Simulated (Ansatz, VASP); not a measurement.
# AlGaN2: VASP beside Ansatz

File INCAR:

```
ALGO     = Normal         # electronic algorithm
EDIFF    = 1E-6           # SCF threshold, eV
ENCUT    = 520            # plane-wave cutoff, eV
ISIF     = 2              # what is computed and relaxed
ISMEAR   = 0              # smearing method
LASPH    = True           # aspherical terms in the spheres
LCHARG   = False          # write CHGCAR
LREAL    = False          # projectors in reciprocal space
LWAVE    = False          # write WAVECAR
NBANDS   = 21             # bands
NELM     = 60             # most SCF steps
PREC     = Accurate       # precision mode
SIGMA    = 0.05           # smearing width, eV
```

KPOINTS

```
k-points
0
Gamma
  8 8 6
```

File POSCAR:

```
AlGaN2
1.0
    3.1722858192      0.0000000000      0.0000000000
    0.0000000000      3.1722858192      0.0000000000
    0.0000000000      0.0000000000      4.4238379400
Al Ga N
1 1 2
Direct
    0.5000000000      0.5000000000      0.5000000000
    0.0000000000      0.0000000000      0.0000000000
    0.5000000000      0.0000000000      0.7382648100
    0.0000000000      0.5000000000      0.2617351900
```

Input for Ansatz:

```yaml
crystal:
  lattice:
    - [3.1722858192, 0.0, 0.0]
    - [0.0, 3.1722858192, 0.0]
    - [0.0, 0.0, 4.42383794]
  atoms:
    - { symbol: Al, position: [0.5, 0.5, 0.5] }
    - { symbol: Ga, position: [0.0, 0.0, 0.0] }
    - { symbol: "N", position: [0.5, 0.0, 0.73826481] }
    - { symbol: "N", position: [0.0, 0.5, 0.26173519] }
basis:
  ecutwfc: 420
kpoints:
  mp_grid: { grid: [8, 8, 6] }
hamiltonian:
  xc: lda
scf:
  occupations: { method: gaussian, width: 0.05 }
output:
  forces: true
  stress: true
  eigenvalues: true
```

Change from the starting cell: strain +0.0100 x Voigt [1, 1, 0, 0, 0, 0], atoms carried along.

Alike in both runs: task single point; functional LDA; k mesh 8 × 8 × 6; occupations gaussian, width 0.05 eV; no spin polarisation.

|  | VASP | Ansatz |
| --- | --- | --- |
| version | VASP 6.6.1 | Ansatz 0.2.0 |
| potentials or method | VASP PAW LDA potentials, release 64 (Al, Ga_d, N), cutoff 520 eV | scalar-relativistic, plane waves, PAW |
| valence electrons in the cell | 26 | 26 |

|  | VASP | Ansatz | Ansatz less VASP |
| --- | --- | --- | --- |
| gap on the k mesh at the Fermi level (eV) | 2.73 | 2.72 | -0.011 |
| least direct gap on the mesh (eV) | 2.73 | 2.72 | -0.011 |
| pressure (GPa) | -7.8 | -8.5 | -0.72 |
| traceless stress, the component that is largest in VASP (GPa) | 0.79 | 0.78 | -0.004 |
| rms of the force components (eV/Å) | 0.060 | 0.071 | +0.0109 |

LDA's correlation is that of Perdew and Zunger in VASP and of Perdew and Wang (1992) in Ansatz. Atom by atom the forces differ by 0.011 eV/Å (rms over components).
